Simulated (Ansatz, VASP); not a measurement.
## Two plane-wave programs on BN

```
B N
1.0
     1.25306    0.72345    3.03129
    -1.25306    0.72345    3.03129
     0.00000   -1.44691    3.03129
B N
1 1
Direct
  0.99970 0.99970 0.99970
  0.33274 0.33274 0.33274
```

Change from the starting cell: strain +0.000 along x and y, -0.080 along z, atoms carried along.

Alike in both runs: task single point; functional PBE; dispersion D3(BJ); k mesh 12 × 12 × 12; occupations gaussian, width 0.05 eV; no spin polarisation.

|  | VASP | Ansatz |
| --- | --- | --- |
| version | VASP 6.6.1 | Ansatz 0.2.0 |
| potentials or method | VASP PAW PBE potentials, release 64 (B, N), cutoff 520 eV | scalar-relativistic, plane waves, PAW |
| valence electrons in the cell | 8 | 8 |

```tsv
	VASP	Ansatz	Ansatz less VASP
gap on the k mesh at the Fermi level (eV)	3.95	3.96	+0.008
least direct gap on the mesh (eV)	4.73	4.73	+0.003
pressure (GPa)	1.2	1.2	-0.08
traceless stress, the component that is largest in VASP (GPa)	2.60	2.83	+0.234
rms of the force components (eV/Å)	0.034	0.033	-0.0002
```

Atom by atom the forces differ by 0.000 eV/Å (rms over components).
